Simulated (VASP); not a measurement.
# TePt (zincblende type) (F-43m) in VASP: a series of runs, part 2 of 2

VASP 6.6.1. The steps go on from the part before.

**4. Single point, LDA (volume scaled by 0.88)**

File INCAR:

```
SYSTEM = TePt
PREC = Accurate ; ENCUT = 520
EDIFF = 1E-6 ; ISMEAR = -1
SIGMA = 0.05 ; LREAL = .FALSE.
LASPH = .TRUE. ; NELM = 80
ALGO = Normal ; ISIF = 2
LWAVE = .FALSE. ; LCHARG = .FALSE.
GGA = CA ; NBANDS = 15
```

File KPOINTS:

```
regular mesh
0
G
  11 11 11
  0 0 0
```

File POSCAR:

```
TePt
1.0
    0.0000000000      2.8296369093      2.8296369093
    2.8296369093      0.0000000000      2.8296369093
    2.8296369093      2.8296369093      0.0000000000
Pt Te
1 1
Direct
    0.0000000000      0.0000000000      0.0000000000
    0.2500000000      0.2500000000      0.2500000000
```

Potentials or basis: VASP PAW LDA potentials, release 64 (Pt, Te).

Launch:

```
$ cat potpaw_LDA.64/Pt/POTCAR potpaw_LDA.64/Te/POTCAR > POTCAR
$ mpirun -np 1 vasp_std > vasp.out
```

OUTCAR:

```text
SYSTEM = TePt
   PREC = Accurate
   ENCUT = 520
   EDIFF = 1E-6
   ISMEAR = -1
   LREAL = .FALSE.
   LASPH = .TRUE.
   NELM = 80
   ISIF = 2
   GGA = CA

 ion  position               nearest neighbor table
   1  0.000  0.000  0.000-   2 2.45   2 2.45   2 2.45   2 2.45
   2  0.250  0.250  0.250-   1 2.45   1 2.45   1 2.45   1 2.45

  LATTYP: Found a face centered cubic cell.
 ALAT       =     5.6592738186

  Lattice vectors:

 A1 = (   0.0000000000,   2.8296369093,   2.8296369093)
 A2 = (   2.8296369093,   0.0000000000,   2.8296369093)
 A3 = (   2.8296369093,   2.8296369093,   0.0000000000)

Analysis of symmetry for initial positions (statically):
=====================================================================
 Subroutine PRICEL returns:
 Original cell was already a primitive cell.

 Routine SETGRP: Setting up the symmetry group for a
 face centered cubic supercell.

 Subroutine GETGRP returns: Found 24 space group operations
 (whereof 24 operations were pure point group operations)
 out of a pool of 48 trial point group operations.

The static configuration has the point symmetry T_d .

Analysis of symmetry for dynamics (positions and initial velocities):
=====================================================================
 Subroutine PRICEL returns:
 Original cell was already a primitive cell.

 Routine SETGRP: Setting up the symmetry group for a
 face centered cubic supercell.

 Subroutine GETGRP returns: Found 24 space group operations
 (whereof 24 operations were pure point group operations)
 out of a pool of 48 trial point group operations.

The dynamic configuration has the point symmetry T_d .

 Subroutine INISYM returns: Found 24 space group operations
 (whereof 24 operations are pure point group operations),
 and found     1 'primitive' translations

----------------------------------------------------------------------------------------

                                     Primitive cell

[... 119 lines left out ...]
   LEPSILON=     F    determine dielectric tensor
   LRPA    =     F    only Hartree local field effects (RPA)
 non-spin polarized calculation
  energy-cutoff  :      520.00
  volume of cell :       45.31
 maximum number of plane-waves:      1243
 NGX is ok and might be reduce to    30
   NGX = 15   NGY = 15   NGZ = 15

 number of electron      16.0000002 magnetization

 Free energy of the ion-electron system (eV)
  ---------------------------------------------------
  ext. energy  EPLUGINS =         0.00000000
  ---------------------------------------------------
  free energy    TOTEN  =       -11.05860471 eV

  energy without entropy =      -11.04645973  energy(sigma->0) =      -11.05253222

 E-fermi :   8.5434     XC(G=0): -10.9566

 val. band max:        8.5325003573   @ k =  -0.1818   0.1818   0.0000
 cond. band min:       8.5889601528   @ k =  -0.3636   0.2727   0.0909
 fundamental gap:      0.0564597955
 Fermi energy:         8.5434476913

 k-point     1 :       0.0000    0.0000    0.0000
  band No.  band energies     occupation
      1      -5.5859      2.00000
      2       2.4768      2.00000
      3       2.4768      2.00000
      4       2.4768      2.00000
      5       4.8896      2.00000
      6       4.8896      2.00000
      7      11.0624      0.00000
      8      11.9971      0.00000
      9      11.9971      0.00000
     10      11.9971      0.00000
     11      14.3700      0.00000
     12      14.3700      0.00000
     13      14.3700      0.00000
     14      17.2855      0.00000
[... 401 lines left out ...]
      2       2.0194      2.00000
      3       2.7160      2.00000
      4       2.7784      2.00000
      5       4.6963      2.00000
      6       4.9834      2.00000
      7       7.6869      2.00000
      8       8.5325      1.10904
      9      10.8089      0.00000
     10      13.2989      0.00000
     11      14.5217      0.00000
     12      15.5241      0.00000
     13      15.7868      0.00000
     14      18.4987      0.00000
     15      20.1642      0.00000

 [... further k-points ...]

------------------------ aborting loop because EDIFF is reached ----------------------------------------

  FORCE on cell =-STRESS in cart. coord.  units (eV):
  Direction    XX          YY          ZZ          XY          YZ          ZX
  --------------------------------------------------------------------------------------
  -------------------------------------------------------------------------------------
  Total        5.3430151      5.3430151      5.3430151      0.0000000     -0.0000000     -0.0000000
  in kB      188.9186595    188.9186595    188.9186595      0.0000000     -0.0000000     -0.0000000
  external PRESSURE =     188.9186595 kB  Pullay stress =       0.0000000 kB

 VOLUME and BASIS-vectors are now :
 -----------------------------------------------------------------------------
  energy-cutoff  :      520.00
  volume of cell :       45.31
      direct lattice vectors                 reciprocal lattice vectors
     0.000000000  2.829636909  2.829636909    -0.176701116  0.176701116  0.176701116
     2.829636909  0.000000000  2.829636909     0.176701116 -0.176701116  0.176701116
     2.829636909  2.829636909  0.000000000     0.176701116  0.176701116 -0.176701116

 POSITION                                       TOTAL-FORCE (eV/Angst)
 -----------------------------------------------------------------------------------
      0.00000      0.00000      0.00000         0.000000      0.000000      0.000000
      1.41482      1.41482      1.41482        -0.000000     -0.000000     -0.000000
 -----------------------------------------------------------------------------------
    total drift:                                0.000001      0.000001      0.000001

  FREE ENERGIE OF THE ION-ELECTRON SYSTEM (eV)
  ---------------------------------------------------
  free  energy   TOTEN  =       -11.0586047105 eV

  energy  without entropy=      -11.0464597344  energy(sigma->0) =      -11.05253222
```

OSZICAR:

```text
N       E                     dE             d eps       ncg     rms          rms(c)
DAV:   1     0.730737940779E+02    0.73074E+02   -0.68701E+03  1680   0.923E+02
DAV:   2    -0.901353312541E+01   -0.82087E+02   -0.74723E+02  2009   0.187E+02
DAV:   3    -0.113294580216E+02   -0.23159E+01   -0.23043E+01  2121   0.322E+01
DAV:   4    -0.113555150892E+02   -0.26057E-01   -0.26055E-01  2245   0.368E+00
DAV:   5    -0.113558495965E+02   -0.33451E-03   -0.33451E-03  2247   0.331E-01    0.134E+01
DAV:   6    -0.111315151229E+02    0.22433E+00   -0.46739E-01  1806   0.627E+00    0.755E+00
DAV:   7    -0.110695034363E+02    0.62012E-01   -0.39744E-02  1792   0.169E+00    0.287E+00
DAV:   8    -0.110586465370E+02    0.10857E-01   -0.16797E-02  2205   0.107E+00    0.282E-01
DAV:   9    -0.110586268537E+02    0.19683E-04   -0.43838E-04  2059   0.146E-01    0.208E-01
DAV:  10    -0.110586052157E+02    0.21638E-04   -0.97621E-05  2023   0.661E-02    0.328E-02
DAV:  11    -0.110586047105E+02    0.50513E-06   -0.53082E-06  2149   0.157E-02
   1 F= -.11058605E+02 E0= -.11052532E+02  d E =-.121450E-01
```

Wall time 30 s (1 thread of AMD EPYC 9R45 (Zen 5), shared host); peak memory 0.14 GiB.

What came out:

- Free energy: -11.0586 eV
- Pressure: 18.9 GPa
- Band gap on the k mesh: zero (band 8 reaches 12.00 eV, above the bottom of band 9 at 6.93 eV)

Levels at points of the mesh, in eV from the Fermi level:
| k point | band 5 | band 6 | band 7 | band 8 | band 9 | band 10 | band 11 | band 12 |
| --- | --- | --- | --- | --- | --- | --- | --- | --- |
| (0.00, 0.00, 0.00) | -3.65 | -3.65 | 2.52 | 3.45 | 3.45 | 3.45 | 5.83 | 5.83 |

Caveat: the cell differs from its parent crystal (volume scaled by 0.88); spin-orbit coupling is left out, which moves the levels of the heavy elements.

**5. Single point, LDA**

This run uses another cell than the first one, of 25.75 Å³/atom, 1.471 times its volume.

File INCAR:

```
  PREC = Accurate
  ENCUT = 520
  EDIFF = 1E-6
  ISMEAR = -1
  SIGMA = 0.05
  LREAL = False
  LASPH = True
  NELM = 100
  ALGO = Normal
  ISIF = 2
  LWAVE = False
  LCHARG = False
  GGA = CA
  NBANDS = 15
```

File KPOINTS:

```
regular mesh
0
Gamma
  11 11 11
```

File POSCAR:

```
TePt
1.0
    0.0000000000      2.9528166949      2.9528166949
    2.9528166949      0.0000000000      2.9528166949
    2.9528166949      2.9528166949      0.0000000000
Pt Te
1 1
Direct
    0.0000000000      0.0000000000      0.0000000000
    0.2500000000      0.2500000000      0.2500000000
```

Launch:

```
$ cat potpaw_LDA.64/Pt/POTCAR potpaw_LDA.64/Te/POTCAR > POTCAR
$ mpirun -np 1 vasp_std > vasp.out
```

It took 40 s on 1 thread of AMD EPYC 9R45 (Zen 5), shared host; peak memory 0.15 GiB.

It converged, with:

* Free energy: -11.3821 eV
* Pressure: 0.1 GPa
* Band gap on the k mesh: zero (band 8 reaches 9.56 eV, above the bottom of band 9 at 5.41 eV)

Levels at points of the mesh, in eV from the Fermi level:
```tsv
k point	band 4	band 5	band 6	band 7	band 8	band 9	band 10	band 11	band 12	band 13
(0.00, 0.00, 0.00)	-5.23	-3.04	-3.04	1.93	2.84	2.84	2.84	5.69	5.69	5.69
```

Caveat: spin-orbit coupling is left out, which moves the levels of the heavy elements.

**6. Overview**

| cell | gap on the mesh (eV) | pressure (GPa) |
| --- | --- | --- |
| a = 3.672 Å, angles 60.0°, 2 atoms | none | 107.3 |
| a = 3.844 Å, angles 60.0°, 2 atoms | none | 49.5 |
| a = 4.002 Å, angles 60.0°, 2 atoms | none | 18.9 |
| a = 4.176 Å, angles 60.0°, 2 atoms | none | 0.1 |

Alike in all rows: task single point; level LDA; potentials or basis VASP PAW LDA potentials, release 64 (Pt, Te); no spin polarisation; k mesh 11 × 11 × 11; cutoff (eV) 520; smearing fermi-dirac 0.05 eV.

Caveats: spin-orbit coupling is left out, which moves the levels of the heavy elements.

Total energies depend on the potentials used, so only differences within one code and one set of settings carry meaning.
